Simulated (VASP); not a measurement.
Set up this calculation in VASP 6.6.1, as the native input.

```yaml
Task: single point
Functional: r2SCAN
Potentials_or_basis: VASP PAW PBE potentials, release 64 (Pb_d, Se)
Cutoff: 520 eV
k_mesh: 3 × 3 × 2
Occupations: gaussian, width 0.1 eV
Spin: no spin polarisation
Dipole_correction: no
Further_INCAR_settings: ALGO = Normal; EDIFF = 1e-06; NBANDS = 64
```

Crystal: PbSe2.

```
CELL_PARAMETERS angstrom
6.77815 0.00000 0.00000
-3.38908 5.87005 0.00000
0.00000 0.00000 11.52790
ATOMIC_POSITIONS crystal
Pb 0.66667 0.33333 0.93705
Pb 0.66667 0.33333 0.56295
Pb 0.33333 0.66667 0.06295
Pb 0.33333 0.66667 0.43705
Se 0.00000 0.41331 0.00000
Se 0.41331 0.41331 0.50000
Se 0.58669 0.00000 0.50000
Se 0.58669 0.58669 0.00000
Se 0.00000 0.58669 0.50000
Se 0.66667 0.33333 0.75000
Se 0.33333 0.66667 0.25000
Se 0.41331 0.00000 0.00000
```

One way to write it, as run:

POSCAR

```
PbSe2
1.0
    6.7781515847      0.0000000000      0.0000000000
   -3.3890757923      5.8700514631      0.0000000000
    0.0000000000      0.0000000000     11.5279042330
Pb Se
4 8
Direct
    0.6666666667      0.3333333333      0.9370460690
    0.6666666667      0.3333333333      0.5629539310
    0.3333333333      0.6666666667      0.0629539310
    0.3333333333      0.6666666667      0.4370460690
    0.0000000000      0.4133082358      0.0000000000
    0.4133082358      0.4133082358      0.5000000000
    0.5866917642      0.0000000000      0.5000000000
    0.5866917642      0.5866917642      0.0000000000
    0.0000000000      0.5866917642      0.5000000000
    0.6666666667      0.3333333333      0.7500000000
    0.3333333333      0.6666666667      0.2500000000
    0.4133082358      0.0000000000      0.0000000000
```

INCAR.step1

```
SYSTEM = PbSe2
ALGO = Normal
EDIFF = 1E-4
ENCUT = 520
GGA = PE
ISMEAR = 0
LASPH = .TRUE.
LCHARG = .FALSE.
LREAL = .FALSE.
LWAVE = .TRUE.
NBANDS = 64
NELM = 100
PREC = Accurate
SIGMA = 0.1
```

INCAR.step2

```
SYSTEM = PbSe2
ALGO = Normal
EDIFF = 1E-6
ENCUT = 520
ISIF = 2
ISMEAR = 0
ISTART = 1
LASPH = .TRUE.
LCHARG = .FALSE.
LMIXTAU = .TRUE.
LREAL = .FALSE.
LWAVE = .FALSE.
METAGGA = R2SCAN
NBANDS = 64
NELM = 100
PREC = Accurate
SIGMA = 0.1
```

KPOINTS

```
k-points
0
G
  3 3 2
  0 0 0
```

Potentials or basis: VASP PAW PBE potentials, release 64 (Pb_d, Se).

Command:

```bash
$ cat potpaw_PBE.64/Pb_d/POTCAR potpaw_PBE.64/Se/POTCAR > POTCAR
$ cp INCAR.step1 INCAR
$ mpirun -np 1 vasp_std > vasp.out
$ cp INCAR.step2 INCAR
$ mpirun -np 1 vasp_std > vasp.out
```

Results of the run:

```yaml
Pressure: 41.4 GPa
Largest_force: 6.149 eV/Å
Band_gap_on_the_k_mesh: 0.99 eV
```

Caveat: the cell stands under pressure; the PAW data sets were made with another functional, which shifts forces and pressure a little; spin-orbit coupling is left out, which moves the levels of the heavy elements.

Wall time 10 min on 1 thread of Intel(R) Xeon(R) 6975P-C (Granite Rapids), on a shared host, peak memory 0.62 GiB.
